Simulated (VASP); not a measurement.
# Ni (P6_3/mmc) in VASP: notebook

Runs on Ni. Level: LDA. Tasks: single point.

Everything below comes from runs of VASP 6.6.1. Logs are shortened: lines on timing, memory, paths and dates and some standing lists are left out, and cuts for length are marked.

## 1. The cell of the first run

The structure is hexagonal, space group P6_3/mmc (No. 194). The conventional cell has a = 2.135 Å, b = 2.135 Å, c = 3.506 Å, α = 90.00°, β = 90.00°, γ = 120.00°. Ni (site symmetry -6m2) has 12 Ni at 2.14 Å within 2.8 Å.

## 2. Single point, LDA, collinear spin, ferromagnetic start

INCAR reads:

```
SYSTEM = Ni
PREC = Accurate
ENCUT = 520
EDIFF = 1E-7
ISMEAR = -1
SIGMA = 0.1
LREAL = .False.
LASPH = .True.
NELM = 150
ALGO = Normal
ISIF = 2
LWAVE = .False.
LCHARG = .False.
ISPIN = 2
MAGMOM = 1 1
LORBIT = 11
LMAXMIX = 4
NBANDS = 21
```

KPOINTS reads:

```
regular mesh
0
Gamma
  20 20 11
  0 0 0
```

POSCAR reads:

```
Ni
1.0
    2.1350908168      0.0000000000      0.0000000000
   -1.0675454084      1.8490428867      0.0000000000
    0.0000000000      0.0000000000      3.5063650110
Ni
2
Direct
    0.3333333333      0.6666666667      0.2500000000
    0.6666666667      0.3333333333      0.7500000000
```

Potentials or basis: VASP PAW LDA potentials, release 64 (Ni).

Launch:

```bash
$ cat potpaw_LDA.64/Ni/POTCAR > POTCAR
$ mpirun -np 1 vasp_std > vasp.out
```

OUTCAR:

```text
SYSTEM = Ni
   PREC = Accurate
   ENCUT = 520
   EDIFF = 1E-7
   ISMEAR = -1
   LREAL = .False.
   LASPH = .True.
   NELM = 150
   ISIF = 2
   ISPIN = 2
   LORBIT = 11

 ion  position               nearest neighbor table
   1  0.333  0.667  0.250-   2 2.14   2 2.14   2 2.14   2 2.14   2 2.14   2 2.14   2 3.03   2 3.03
                             2 3.03   2 3.03   2 3.03   2 3.03
   2  0.667  0.333  0.750-   1 2.14   1 2.14   1 2.14   1 2.14   1 2.14   1 2.14   1 3.03   1 3.03
                             1 3.03   1 3.03   1 3.03   1 3.03

  LATTYP: Found a hexagonal cell.
 ALAT       =     2.1350908168
 C/A-ratio  =     1.6422556752

  Lattice vectors:

 A1 = (   2.1350908168,   0.0000000000,   0.0000000000)
 A2 = (  -1.0675454084,   1.8490428867,   0.0000000000)
 A3 = (   0.0000000000,   0.0000000000,   3.5063650110)

Analysis of symmetry for initial positions (statically):
=====================================================================
 Subroutine PRICEL returns:
 Original cell was already a primitive cell.

 Routine SETGRP: Setting up the symmetry group for a
 hexagonal supercell.

 Subroutine GETGRP returns: Found 24 space group operations
 (whereof 12 operations were pure point group operations)
 out of a pool of 24 trial point group operations.

The static configuration has the point symmetry D_3d.
 The point group associated with its full space group is D_6h.

Analysis of symmetry for dynamics (positions and initial velocities):
=====================================================================
 Subroutine PRICEL returns:
 Original cell was already a primitive cell.

 Routine SETGRP: Setting up the symmetry group for a
 hexagonal supercell.

 Subroutine GETGRP returns: Found 24 space group operations
 (whereof 12 operations were pure point group operations)
 out of a pool of 24 trial point group operations.

The dynamic configuration has the point symmetry D_3d.
 The point group associated with its full space group is D_6h.

Analysis of structural, dynamic, and magnetic symmetry:
=====================================================================
 Subroutine PRICEL returns:
 Original cell was already a primitive cell.

 Routine SETGRP: Setting up the symmetry group for a
 hexagonal supercell.

 Subroutine GETGRP returns: Found 24 space group operations
 (whereof 12 operations were pure point group operations)
 out of a pool of 24 trial point group operations.

The overall configuration has the point symmetry D_3d.
 The point group associated with its full space group is D_6h.

 Subroutine INISYM returns: Found 24 space group operations
 (whereof 12 operations are pure point group operations),
 and found     1 'primitive' translations

[... 117 lines left out ...]
  Thomas-Fermi vector in A             =   2.900856
   LORBIT       =     11    0 simple, 1 ext, 2 COOP (PROOUT), +10 PAW based schemes
   GGA     = CA    functional components
   LHFCALC =     F    Hartree Fock is set to
   AEXX    =    0.0000 exact exchange contribution
   IVDW    =     0    specifies the selected vdW correction
   LEPSILON=     F    determine dielectric tensor
   LRPA    =     F    only Hartree local field effects (RPA)
 spin polarized calculation
  energy-cutoff  :      520.00
  volume of cell :       13.84
 maximum number of plane-waves:       382
 NGX is ok and might be reduce to    16
   NGX =  7   NGY =  7   NGZ = 13

 number of electron      19.9999998 magnetization       0.7503415

 Free energy of the ion-electron system (eV)
  ---------------------------------------------------
  ext. energy  EPLUGINS =         0.00000000
  ---------------------------------------------------
  free energy    TOTEN  =       -10.01368759 eV

  energy without entropy =       -9.91029318  energy(sigma->0) =       -9.96199039

 E-fermi :  17.3694     XC(G=0): -16.5055

 val. band max:       17.3691437047   @ k =   0.1000   0.1000   0.0909
 cond. band min:      17.3700808994   @ k =   0.2000   0.0500   0.1818
 fundamental gap:      0.0009371947
 Fermi energy:        17.3693840376

 spin component 1

 k-point     1 :       0.0000    0.0000    0.0000
  band No.  band energies     occupation
      1       4.8147      1.00000
      2       9.3013      1.00000
      3      13.4053      1.00000
      4      13.5616      1.00000
      5      13.5616      1.00000
      6      14.1279      1.00000
[... 565 lines left out ...]
     20      51.9633      0.00000
     21      54.4693      0.00000

 [... further k-points ...]

 spin component 2

 k-point     1 :       0.0000    0.0000    0.0000
  band No.  band energies     occupation
      1       4.8693      1.00000
      2       9.5324      1.00000
      3      13.7745      1.00000
      4      13.9221      1.00000
      5      13.9221      1.00000
      6      14.5019      1.00000
[... 565 lines left out ...]
     20      52.1038      0.00000
     21      54.5364      0.00000

 [... further k-points ...]

------------------------ aborting loop because EDIFF is reached ----------------------------------------

  FORCE on cell =-STRESS in cart. coord.  units (eV):
  Direction    XX          YY          ZZ          XY          YZ          ZX
  --------------------------------------------------------------------------------------
  -------------------------------------------------------------------------------------
  Total       19.8804713     19.8804713     19.9167478      0.0000000     -0.0000000      0.0000000
  in kB     2301.0009470   2301.0009470   2305.1996586      0.0000000     -0.0000000      0.0000000
  external PRESSURE =    2302.4005175 kB  Pullay stress =       0.0000000 kB

 VOLUME and BASIS-vectors are now :
 -----------------------------------------------------------------------------
  energy-cutoff  :      520.00
  volume of cell :       13.84
      direct lattice vectors                 reciprocal lattice vectors
     2.135090817  0.000000000  0.000000000     0.468364152  0.270410169  0.000000000
    -1.067545408  1.849042887  0.000000000     0.000000000  0.540820339  0.000000000
     0.000000000  0.000000000  3.506365011     0.000000000  0.000000000  0.285195636

 POSITION                                       TOTAL-FORCE (eV/Angst)
 -----------------------------------------------------------------------------------
     -0.00000      1.23270      0.87659         0.000000     -0.000000      0.000000
      1.06755      0.61635      2.62977        -0.000000      0.000000      0.000000
 -----------------------------------------------------------------------------------
    total drift:                               -0.000000      0.000000     -0.000000

  FREE ENERGIE OF THE ION-ELECTRON SYSTEM (eV)
  ---------------------------------------------------
  free  energy   TOTEN  =       -10.0136875924 eV

  energy  without entropy=       -9.9102931841  energy(sigma->0) =       -9.96199039

 total charge

# of ion       s       p       d       tot
------------------------------------------
    1        0.756   1.063   8.770  10.589
    2        0.756   1.063   8.770  10.589
--------------------------------------------------
tot          1.512   2.127  17.539  21.177

 magnetization (x)

# of ion       s       p       d       tot
------------------------------------------
    1       -0.003  -0.014   0.377   0.360
    2       -0.003  -0.014   0.377   0.360
--------------------------------------------------
tot         -0.006  -0.028   0.753   0.719
```

Run time: 1.7 min. Hardware: 1 thread of Intel Xeon Platinum 8488C (Sapphire Rapids), shared host; peak memory 0.2 GiB.

Results:

* Free energy: -10.0137 eV
* Pressure: 230.2 GPa
* Net moment: 0.75 μB per cell
* Site moments: Ni +0.36 μB

## 3. Single point, LDA, collinear spin, ferromagnetic start

INCAR reads:

```
PREC = Accurate
ENCUT = 520
EDIFF = 1E-6
ISMEAR = -1
SIGMA = 0.1
LREAL = False
LASPH = True
NELM = 150
ALGO = Normal
ISIF = 2
LWAVE = False
LCHARG = False
ISPIN = 2
MAGMOM = 1 1
LORBIT = 11
LMAXMIX = 4
NBANDS = 21
```

KPOINTS reads:

```
Automatic mesh
0
Gamma
  20 20 11
```

POSCAR reads:

```
Ni
1.0
    2.1352784762      0.0000000000      0.0000000000
   -1.0676392381      1.8492054046      0.0000000000
    0.0000000000      0.0000000000      3.5067406857
Ni
2
Direct
    0.3333333333      0.6666666667      0.2500000000
    0.6666666667      0.3333333333      0.7500000000
```

Potentials or basis: VASP PAW LDA potentials, release 64 (Ni).

Launch:

```bash
$ cat potpaw_LDA.64/Ni/POTCAR > POTCAR
$ mpirun -np 1 vasp_std > vasp.out
```

Run time: 94 s. Hardware: 1 thread of Intel Xeon Platinum 8488C (Sapphire Rapids), shared host; peak memory 0.21 GiB.

Results (log left out):

| Quantity | Value |
| --- | --- |
| Free energy | -10.0193 eV |
| Pressure | 229.9 GPa |
| Net moment | 0.75 μB per cell |
| Site moments | Ni +0.36 μB |

Stress tensor (GPa, compression positive):
```
229.76   0.00   0.00
  0.00 229.76   0.00
  0.00   0.00 230.15
```

Levels at points of the mesh, in eV from the Fermi level:
Spin up:
```tsv
k point	band 8	band 9	band 10	band 11	band 12	band 13
(0.00, 0.00, 0.00)	-2.42	-2.42	-1.15	-0.54	-0.54	9.89
(0.50, 0.00, 0.00)	-0.26	-0.15	-0.01	2.30	5.35	13.00
```
Spin down:
| k point | band 6 | band 7 | band 8 | band 9 | band 10 | band 11 | band 12 | band 13 | band 14 | band 15 |
| --- | --- | --- | --- | --- | --- | --- | --- | --- | --- | --- |
| (0.00, 0.00, 0.00) | -2.87 | -2.87 | -2.04 | -2.04 | -1.09 | -0.14 | -0.14 | 10.15 | 26.26 | 30.14 |
| (0.50, 0.00, 0.00) | -3.44 | -2.79 | 0.16 | 0.27 | 0.42 | 2.61 | 5.59 | 13.16 | 14.43 | 16.95 |

[end of part 1 of 2]
